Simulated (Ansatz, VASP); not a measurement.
**One calculation of Ca3SbP, two programs**

```
Ca Sb P
1.0
     5.16392    0.00000    0.00000
     0.00000    5.16392    0.00000
     0.00000    0.00000    5.16392
Ca Sb P
3 1 1
Direct
  0.99139 0.50000 0.50000
  0.46572 0.00000 0.50000
  0.46572 0.50000 0.00000
  0.02633 0.00000 0.00000
  0.49634 0.50000 0.50000
```

Change from the starting cell: mode 1 frozen in at -0.180 Å, equal normal strain along x, y and z -0.0167.

Alike in both runs: task single point; functional LDA; k mesh 6 × 6 × 6; occupations gaussian, width 0.05 eV; no spin polarisation.

|  | VASP | Ansatz |
| --- | --- | --- |
| version | VASP 6.6.1 | Ansatz 0.2.0 |
| potentials or method | VASP PAW LDA potentials, release 64 (Ca_sv, Sb, P), cutoff 520 eV | scalar-relativistic, plane waves, PAW |
| valence electrons in the cell | 40 | 50 |

```csv
,VASP,Ansatz,Ansatz less VASP
gap on the k mesh at the Fermi level (eV),0.62,0.63,+0.011
least direct gap on the mesh (eV),0.62,0.63,+0.011
pressure (GPa),3.0,2.8,-0.21
"traceless stress, the component that is largest in VASP (GPa)",0.55,0.55,-0.001
rms of the force components (eV/Å),0.034,0.030,-0.0031
```

LDA's correlation is that of Perdew and Zunger in VASP and of Perdew and Wang (1992) in Ansatz. Atom by atom the forces differ by 0.003 eV/Å (rms over components). VASP's potentials hold 40 valence electrons a cell and Ansatz's 50, so a difference there can come from the potentials and not from the codes.

Spin-orbit coupling is off throughout.
